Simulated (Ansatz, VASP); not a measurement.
Al: VASP beside Ansatz

The input INCAR:

```
SYSTEM = Al
PREC = Accurate
ENCUT = 500
EDIFF = 1E-6
ISMEAR = -1
SIGMA = 0.06122561905347299
LREAL = .False.
LASPH = .True.
NELM = 120
ALGO = Normal
ISIF = 2
LWAVE = .False.
LCHARG = .True.
GGA = PE
LELF = .True.
LVHAR = .True.
NBANDS = 8
GGA_COMPAT = .False.
```

Contents of KPOINTS:

```
regular mesh
0
Gamma
  12 12 12
  0 0 0
```

File POSCAR:

```
Al
1.0
    0.0000000000      2.0204322181      2.0204322181
    2.0204322181      0.0000000000      2.0204322181
    2.0204322181      2.0204322181      0.0000000000
Al
1
Direct
    0.0000000000      0.0000000000      0.0000000000
```

Input for Ansatz:

```yaml
crystal:
  atoms:
  - position: [0.0, 0.0, 0.0]
    symbol: Al
  lattice:
  - [0.0, 2.0204322180697765, 2.0204322180697765]
  - [2.0204322180697765, 0.0, 2.0204322180697765]
  - [2.0204322180697765, 2.0204322180697765, 0.0]
hamiltonian:
  dispersion: none
  pseudopotentials:
    kind: all_electron
    lapw: {}
    relativity: scalar
  xc: pbe
kpoints:
  mp_grid:
    grid: [12, 12, 12]
    shift: [0, 0, 0]
magnetization: {spin_polarized: false}
output: {forces: true, stress: true}
scf:
  occupations: {method: fermi_dirac, width: 0.06122561905347299}
```

Alike in both runs: task single point; functional PBE; k mesh 12 × 12 × 12; occupations fermi-dirac, width 0.0612256 eV; no spin polarisation.

```csv
,VASP,Ansatz
version,VASP 6.6.1,Ansatz 0.2 development build
potentials or method,"VASP PAW PBE potentials, release 64 (Al), cutoff 500 eV","all-electron full-potential LAPW, scalar-relativistic"
```

|  | VASP | Ansatz | Ansatz less VASP |
| --- | --- | --- | --- |
| pressure (GPa) | 0.1 | 0.2 | +0.03 |

Ansatz ran all-electron here, and VASP with PAW potentials.
